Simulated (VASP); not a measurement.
# MgGe64 (a cell with a defect) in VASP: a series of runs, part 2 of 2

VASP 6.6.1.

**3. Single point, PBEsol**

INCAR

```
PREC = Accurate ; ENCUT = 410
EDIFF = 1E-6 ; ISMEAR = -1
SIGMA = 0.05 ; LREAL = Auto
LASPH = T ; NELM = 120
ALGO = Normal ; ISIF = 2
LWAVE = F ; LCHARG = F
GGA = PS ; NELECT = 896.0
ISYM = -1 ; NBANDS = 487
GGA_COMPAT = F ; KPAR = 1
```

KPOINTS

```
explicit points
1
Reciprocal
  0.25000000   0.25000000   0.25000000 1
```

POSCAR

```
MgGe64
1.0
   11.3511840000      0.0000000000      0.0000000000
    0.0000000000     11.3511840000      0.0000000000
    0.0000000000      0.0000000000     11.3511840000
Ge Mg
64 1
Direct
    0.9997420000      0.9992980000      0.9991570000
    0.9984200000      0.9980670000      0.4978840000
    0.9985450000      0.4977640000      0.9983210000
    0.9999120000      0.5013450000      0.5012990000
    0.4981570000      0.9981580000      0.9981590000
    0.5015800000      0.9994880000      0.5013490000
    0.5016070000      0.5012720000      0.9996640000
    0.5095500000      0.5088680000      0.5090060000
    0.1242890000      0.1240930000      0.1241500000
    0.1184990000      0.1183880000      0.6307000000
    0.1187870000      0.6307430000      0.1184600000
    0.1253410000      0.6255350000      0.6256290000
    0.6308410000      0.1184450000      0.1183560000
    0.6258760000      0.1247160000      0.6256460000
    0.6261470000      0.6257070000      0.1245880000
    0.6338990000      0.6331320000      0.6330910000
    0.2483530000      0.2480110000      0.9990280000
    0.2432130000      0.2427470000      0.5072700000
    0.2511510000      0.7510370000      0.9980960000
    0.2492680000      0.7504520000      0.5012040000
    0.7515400000      0.2509600000      0.9986060000
    0.7511270000      0.2489010000      0.5018670000
    0.7504750000      0.7503420000      0.9999310000
    0.7525750000      0.7522770000      0.4984630000
    0.3750340000      0.3745550000      0.1206820000
    0.3761340000      0.3752530000      0.6293100000
    0.3750860000      0.8745570000      0.1253100000
    0.3754900000      0.8752100000      0.6247280000
    0.8749450000      0.3750330000      0.1256780000
    0.8760150000      0.3752640000      0.6249810000
    0.8752410000      0.8753200000      0.1244790000
    0.8757310000      0.8755100000      0.6263400000
    0.2483510000      0.9987290000      0.2479660000
    0.2511940000      0.9983600000      0.7510140000
    0.2430930000      0.5071060000      0.2429130000
    0.2494100000      0.5012770000      0.7505490000
    0.7514990000      0.9985040000      0.2508690000
    0.7504630000      0.0001730000      0.7502490000
    0.7509450000      0.5017640000      0.2490540000
    0.7527590000      0.4987810000      0.7522760000
    0.3748280000      0.1204830000      0.3746810000
    0.3750210000      0.1254000000      0.8746970000
    0.3760850000      0.6291670000      0.3753140000
    0.3758140000      0.6247370000      0.8752520000
    0.8748790000      0.1254710000      0.3750110000
    0.8752370000      0.1247280000      0.8751790000
    0.8760480000      0.6249460000      0.3752490000
    0.8760980000      0.6262980000      0.8757220000
    0.9990430000      0.2480200000      0.2481730000
    0.9988240000      0.2508260000      0.7515330000
    0.9986360000      0.7514850000      0.2505880000
    0.0005900000      0.7500220000      0.7499380000
    0.5074250000      0.2427610000      0.2431120000
    0.5019840000      0.2487040000      0.7510760000
    0.5018900000      0.7507990000      0.2486440000
    0.4990700000      0.7520360000      0.7518650000
    0.1210210000      0.3744720000      0.3747390000
    0.1259530000      0.3750230000      0.8747660000
    0.1257640000      0.8746670000      0.3749430000
    0.1249700000      0.8750640000      0.8749160000
    0.6298200000      0.3752490000      0.3754040000
    0.6253480000      0.3754310000      0.8754070000
    0.6251170000      0.8754450000      0.3752230000
    0.6262790000      0.8755090000      0.8753870000
    0.3762020000      0.3757560000      0.3756620000
```

Potentials or basis: VASP PAW PBE potentials, release 64 (Ge_d, Mg).

Started as:

```sh
cat potpaw_PBE.64/Ge_d/POTCAR potpaw_PBE.64/Mg/POTCAR > POTCAR
mpirun -np 4 vasp_std > vasp.out
```

OUTCAR:

```text
PREC = Accurate
   ENCUT = 410
   EDIFF = 1E-6
   ISMEAR = -1
   LREAL = Auto
   LASPH = T
   NELM = 120
   ISIF = 2
   GGA = PS
   NELECT = 896.0
   ISYM = -1

 ion  position               nearest neighbor table
   1  1.000  0.999  0.999-  60 2.45  31 2.45  46 2.45   9 2.45
   2  0.998  0.998  0.498-  10 2.45  59 2.45  32 2.45  45 2.45
   3  0.999  0.498  0.998-  48 2.45  29 2.45  58 2.45  11 2.45
   4  1.000  0.501  0.501-  47 2.45  30 2.45  12 2.45  57 2.46
   5  0.498  0.998  0.998-  13 2.45  64 2.45  27 2.45  42 2.45
[... 768 lines left out ...]
  Total      -17.0203559    -17.0162826    -17.0163452    -10.0251390    -10.0261629    -10.0329715
  in kB      -18.6447141    -18.6402521    -18.6403206    -10.9819003    -10.9830219    -10.9904802
  external PRESSURE =     -18.6417623 kB  Pullay stress =       0.0000000 kB

 VOLUME and BASIS-vectors are now :
 -----------------------------------------------------------------------------
  energy-cutoff  :      410.00
  volume of cell :     1462.59
      direct lattice vectors                 reciprocal lattice vectors
    11.351184000  0.000000000  0.000000000     0.088096537  0.000000000  0.000000000
     0.000000000 11.351184000  0.000000000     0.000000000  0.088096537  0.000000000
     0.000000000  0.000000000 11.351184000     0.000000000  0.000000000  0.088096537

 POSITION                                       TOTAL-FORCE (eV/Angst)
 -----------------------------------------------------------------------------------
     11.34826     11.34322     11.34161        -0.016441      0.002921     -0.002419
     11.33325     11.32924      5.65157        -0.002696      0.006437     -0.003846
     11.33467      5.65021     11.33213         0.007192      0.003382      0.005341
     11.35019      5.69086      5.69034         0.019899     -0.012674     -0.000824
      5.65467     11.33028     11.33029        -0.020721      0.002395      0.002461
      5.69353     11.34537      5.69090        -0.005520      0.000897     -0.005933
[... 57 lines left out ...]
      7.10901      9.93806      9.93668         0.011332      0.010221      0.005174
      4.27034      4.26528      4.26421        -0.012376     -0.000926      0.010567
 -----------------------------------------------------------------------------------
    total drift:                                0.013157      0.002274      0.003978

  FREE ENERGIE OF THE ION-ELECTRON SYSTEM (eV)
  ---------------------------------------------------
  free  energy   TOTEN  =      -326.0745003322 eV

  energy  without entropy=     -326.0618727340  energy(sigma->0) =     -326.06818653
```

OSZICAR:

```text
N       E                     dE             d eps       ncg     rms          rms(c)
DAV:   1     0.155364182219E+05    0.15536E+05   -0.31359E+05  1000   0.451E+03
DAV:   2     0.343322159719E+04   -0.12103E+05   -0.11867E+05   976   0.109E+03
DAV:   3     0.307105101629E+03   -0.31261E+04   -0.30475E+04   984   0.308E+02
[... 10 lines left out ...]
DAV:  14    -0.326074487471E+03   -0.19997E-03   -0.19579E-03  1096   0.214E-01    0.196E-02
DAV:  15    -0.326074494482E+03   -0.70114E-05   -0.19993E-04  1136   0.126E-01    0.109E-02
DAV:  16    -0.326074491906E+03    0.25761E-05   -0.15073E-05  1024   0.934E-02    0.573E-03
DAV:  17    -0.326074497442E+03   -0.55360E-05   -0.66537E-05  1384   0.596E-02    0.247E-03
DAV:  18    -0.326074500521E+03   -0.30788E-05   -0.37587E-05   880   0.282E-02    0.293E-03
DAV:  19    -0.326074500332E+03    0.18883E-06   -0.25799E-06   680   0.147E-02
   1 F= -.32607450E+03 E0= -.32606819E+03  d E =-.126276E-01
```

stdout:

```text
POSCAR found type information on POSCAR GeMg
 POSCAR found :  2 types and      65 ions
 scaLAPACK will be used
 -----------------------------------------------------------------------------
|                                                                             |
|                                                                             |
|     You enforced a specific xc type in the INCAR file but a different       |
[... 21 lines left out ...]

 POSCAR, INCAR and KPOINTS ok, starting setup
 FFT: planning ... GRIDC
 FFT: planning ... GRID_SOFT
 FFT: planning ... GRID
 WAVECAR not read
 entering main loop
 the old and the new charge density differ
 old charge density:   898.00000 new  895.99996
    0.197E+01
```

Run time: 4.5 min. Hardware: 4 MPI ranks of AMD EPYC 9R45 (Zen 5), shared host; peak memory 0.46 GiB.

What came out:

```yaml
Free_energy: -326.0745 eV
Largest_force: 0.032 eV/Å
```

Forces on the atoms (eV/Å):
```
Ge  -0.016  0.003 -0.002
Ge  -0.003  0.006 -0.004
Ge   0.007  0.003  0.005
Ge   0.020 -0.013 -0.001
Ge  -0.021  0.002  0.002
Ge  -0.006  0.001 -0.006
Ge   0.009 -0.004 -0.006
Ge   0.001 -0.004 -0.006
Ge  -0.002 -0.006  0.001
Ge   0.016  0.001  0.001
Ge   0.000 -0.002 -0.005
Ge  -0.002 -0.002 -0.007
Ge   0.005  0.004  0.015
Ge   0.007 -0.001  0.014
Ge  -0.009  0.010  0.008
Ge  -0.009  0.008  0.000
Ge   0.000  0.005  0.003
Ge   0.001  0.001  0.005
Ge  -0.008  0.006  0.006
Ge  -0.006  0.014  0.002
Ge  -0.001 -0.008 -0.006
Ge   0.008 -0.009 -0.021
Ge  -0.002 -0.007 -0.008
Ge   0.002 -0.010  0.003
Ge  -0.012  0.000  0.000
Ge  -0.003 -0.002  0.004
Ge   0.009 -0.008 -0.007
Ge   0.014 -0.003 -0.003
Ge  -0.011  0.006  0.002
Ge  -0.014  0.017  0.012
Ge   0.007 -0.002  0.017
Ge   0.017  0.005 -0.009
Ge  -0.003  0.017  0.004
Ge  -0.020  0.000  0.007
Ge   0.004  0.003 -0.006
Ge  -0.003  0.003  0.015
Ge  -0.007  0.003 -0.017
Ge  -0.012 -0.011 -0.005
Ge   0.023 -0.016 -0.015
Ge   0.002 -0.007 -0.007
Ge  -0.004 -0.008 -0.001
Ge   0.015 -0.006 -0.003
Ge   0.000  0.004  0.003
Ge   0.000  0.003 -0.007
Ge  -0.005 -0.003  0.014
Ge   0.011  0.012  0.006
Ge  -0.022  0.013  0.005
Ge   0.008  0.000 -0.003
Ge   0.016  0.004  0.000
Ge  -0.004 -0.007 -0.006
Ge   0.006 -0.004 -0.003
Ge  -0.016  0.003  0.011
Ge   0.015 -0.015 -0.023
Ge  -0.008  0.001 -0.006
Ge  -0.002 -0.001 -0.005
Ge  -0.001 -0.007  0.001
Ge  -0.014  0.004 -0.005
Ge   0.000 -0.002 -0.006
Ge   0.000 -0.013 -0.001
Ge   0.021 -0.004 -0.005
Ge  -0.002  0.013  0.017
Ge  -0.002  0.006  0.005
Ge   0.004 -0.005  0.006
Ge   0.011  0.010  0.005
Mg  -0.012 -0.001  0.011
```

Caveat: the cell carries a net charge on a neutralising background, which shifts energy and pressure; the cell is charged against a uniform background, so pressure and absolute levels hang on convention; the PAW data sets were made with another functional, which shifts forces and pressure a little.
